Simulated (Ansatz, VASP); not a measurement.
## HF: VASP beside Ansatz

```
F H
1.0
     7.07138    0.00000    0.00000
     0.00000    7.07138    0.00000
     0.00000    0.00000    7.07138
F H
8 8
Direct
  0.30286 0.56367 0.28021
  0.48755 0.17055 0.68166
  0.33581 0.44613 0.57980
  0.53741 0.03457 0.99398
  0.41602 0.65320 0.91219
  0.42070 0.83307 0.60708
  0.03699 0.28804 0.70438
  0.31865 0.88484 0.20361
  0.31742 0.70603 0.23983
  0.42606 0.29496 0.63411
  0.32757 0.51014 0.43933
  0.50896 0.10845 0.87990
  0.41972 0.71789 0.79180
  0.43867 0.96919 0.61814
  0.13350 0.37187 0.66331
  0.40645 0.93312 0.10212
```

Alike in both runs: functional LDA; k mesh 1 × 1 × 1; occupations fermi-dirac, width 0.02 eV; no spin polarisation.

Ansatz relaxed the structure, and its values are those at the end. VASP's run is a single point on that final structure, the one shown.

|  | VASP | Ansatz |
| --- | --- | --- |
| version | VASP 6.6.1 | Ansatz 0.2.0 |
| potentials or method | VASP PAW LDA potentials, release 64 (F_h, H_h), cutoff 1010 eV | scalar-relativistic, plane waves, PAW |
| valence electrons in the cell | 64 | 64 |

|  | VASP | Ansatz | Ansatz less VASP |
| --- | --- | --- | --- |
| rms of the force components (eV/Å) | 0.086 | 0.085 | -0.0008 |

LDA's correlation is that of Perdew and Zunger in VASP and of Perdew and Wang (1992) in Ansatz.
